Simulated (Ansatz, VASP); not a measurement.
## One calculation of Cd2S, two programs

```xyz
3
Lattice="2.4494 -3.9952 0.0000 2.4494 3.9952 0.0000 0.0000 0.0000 4.3873" Properties=species:S:1:pos:R:3 pbc="T T T"
Cd    2.4494    1.3195    0.0000
Cd    2.4494   -1.3195    0.0000
S     2.4494    0.0000    2.1937
```

Alike in both runs: task relaxation of cell and atoms; functional PBE; k mesh 5 × 5 × 5; occupations gaussian, width 0.2 eV; no spin polarisation.

|  | VASP | Ansatz |
| --- | --- | --- |
| version | VASP 6.6.1 | Ansatz 0.2.0 |
| potentials or method | VASP PAW PBE potentials, release 64 (Cd, S), cutoff 600 eV | scalar-relativistic, plane waves, PAW |
| valence electrons in the cell | 30 | 46 |

|  | VASP | Ansatz | Ansatz less VASP |
| --- | --- | --- | --- |
| gap on the k mesh at the Fermi level, each at its own relaxed structure (eV) | 0.61 | 0.59 | -0.016 |
| relaxed volume (Å³/atom) | 27.85 | 27.29 | -0.555 |
| relaxed length of the cell vector where the two differ most in proportion (Å) | 3.846 | 3.858 | +0.0123 |

VASP's potentials hold 30 valence electrons a cell and Ansatz's 46, so a difference there can come from the potentials and not from the codes.
